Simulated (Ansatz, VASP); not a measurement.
**F: VASP beside Ansatz**

```xyz
2
Lattice="9.0000 0.0000 0.0000 0.0000 9.5000 0.0000 0.0000 0.0000 10.0000" Properties=species:S:1:pos:R:3 pbc="T T T"
F     4.5000    4.7500    4.3022
F     4.5000    4.7500    5.6978
```

Alike in both runs: functional r2SCAN; k mesh 1 × 1 × 1; occupations fermi-dirac, width 0.05 eV; no spin polarisation.

Ansatz relaxed the structure, and its values are those at the end. VASP's run is a single point on that final structure, the one shown.

|  | VASP | Ansatz |
| --- | --- | --- |
| version | VASP 6.6.1 | Ansatz 0.2.0 |
| potentials or method | VASP PAW PBE potentials, release 64 (F), cutoff 520 eV | plane waves, PAW |
| valence electrons in the cell | 14 | 14 |

```tsv
	VASP	Ansatz	Ansatz less VASP
rms of the force components (eV/Å)	0.342	0.008	-0.3333
```

VASP's potentials were made for PBE, not for r2SCAN. One of these differences is far larger than is usual between the two programs; its cause wasn't traced. Ansatz's warnings: stress scf threshold loose.
